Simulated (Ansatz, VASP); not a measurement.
## Two plane-wave programs on Bi

```
Bi
1.0
     3.43194    0.00000    0.00000
    -1.14398    3.23566    0.00000
    -1.14398   -1.61783    2.80217
Bi
1
Direct
  0.00000 0.00000 0.00000
```

Alike in both runs: task relaxation of cell and atoms; functional PBEsol; k mesh 8 × 8 × 8; no spin polarisation.

```csv
,VASP,Ansatz
version,VASP 6.6.1,Ansatz 0.2.0
potentials or method,"VASP PAW PBE potentials, release 64 (Bi_d)","plane waves, PAW"
plane-wave cutoff (eV),600,420
occupations,"methfessel-paxton of order 1, width 0.1 eV","cold, width 0.1 eV"
valence electrons in the cell,15,15
```

|  | VASP | Ansatz | Ansatz less VASP |
| --- | --- | --- | --- |
| relaxed volume (Å³/atom) | 29.91 | 29.91 | +0.004 |
| relaxed cell length with the largest relative difference (Å) | 3.387 | 3.387 | +0.0001 |

VASP's potentials were made for PBE, not for PBEsol.

Neither program's run includes spin-orbit coupling.
